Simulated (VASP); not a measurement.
A run of VASP 6.6.1 is set up as follows.

Contents of INCAR:

```
SYSTEM = Si3N4
  PREC = Accurate
  ENCUT = 600
  EDIFF = 1E-6
  ISMEAR = 0
  SIGMA = 0.02
  LREAL = .FALSE.
  LASPH = .TRUE.
  NELM = 100
  ALGO = Normal
  ISIF = 3
  LWAVE = .FALSE.
  LCHARG = .FALSE.
  GGA = PS
  IBRION = 2
  NSW = 100
  EDIFFG = -0.002
```

File KPOINTS:

```
regular mesh
0
G
  6 6 6
  0 0 0
```

The input POSCAR:

```
Si3N4
1.0
    0.0000000000      3.8937180000      3.8937180000
    3.8937180000      0.0000000000      3.8937180000
    3.8937180000      3.8937180000      0.0000000000
Si N
6 8
Direct
    0.6250000000      0.6250000000      0.1250000000
    0.6250000000      0.1250000000      0.6250000000
    0.1250000000      0.6250000000      0.6250000000
    0.6250000000      0.6250000000      0.6250000000
    0.2500000000      0.2500000000      0.2500000000
    0.0000000000      0.0000000000      0.0000000000
    0.8675630000      0.8675630000      0.8675630000
    0.8526890000      0.3824370000      0.3824370000
    0.3824370000      0.3824370000      0.8526890000
    0.3824370000      0.8526890000      0.3824370000
    0.8675630000      0.8675630000      0.3973110000
    0.8675630000      0.3973110000      0.8675630000
    0.3824370000      0.3824370000      0.3824370000
    0.3973110000      0.8675630000      0.8675630000
```

Potentials or basis: VASP PAW PBE potentials, release 64 (Si, N).

Launch:

```bash
$ cat potpaw_PBE.64/Si/POTCAR potpaw_PBE.64/N/POTCAR > POTCAR
$ mpirun -np 1 vasp_std > vasp.out
```

(1) Predict the band gap on the k mesh.

(2) Estimate the relaxed volume.

(3) What does it give for the relaxed cell?

(4) What does it give for the space group after relaxing (to 0.1 Å)?

Results:

(1) 3.28 eV (least direct gap 3.31 eV).

(2) 8.30 Å³/atom.

(3) a = 5.477 Å, b = 5.477 Å, c = 5.477 Å, α = 60.00°, β = 60.00°, γ = 60.00°.

(4) Fd-3m (No. 227).

Caveat: the PAW data sets were made with another functional, which shifts forces and pressure a little.
